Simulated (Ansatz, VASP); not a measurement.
**SrO in VASP and in Ansatz**

```xyz
2
Lattice="0.0000 2.5663 2.5663 2.5663 0.0000 2.5663 2.5663 2.5663 0.0000" Properties=species:S:1:pos:R:3 pbc="T T T"
Sr    2.5663    2.5663    2.5663
O     0.0000    0.0000    0.0000
```

Alike in both runs: task relaxation of cell and atoms; functional BLYP; k mesh 9 × 9 × 9; occupations fermi-dirac, width 0.05 eV; no spin polarisation.

|  | VASP | Ansatz |
| --- | --- | --- |
| version | VASP 6.6.1 | Ansatz 0.2.0 |
| potentials or method | VASP PAW PBE potentials, release 64 (Sr_sv, O), cutoff 600 eV | all-electron LAPW, scalar-relativistic |

```tsv
	VASP	Ansatz	Ansatz less VASP
relaxed volume (Å³/atom)	18.16	18.07	-0.096
relaxed cell length with the largest relative difference (Å)	3.717	3.711	-0.0066
```

VASP's potentials were made for PBE, not for BLYP. Ansatz ran all-electron here, and VASP with PAW potentials.
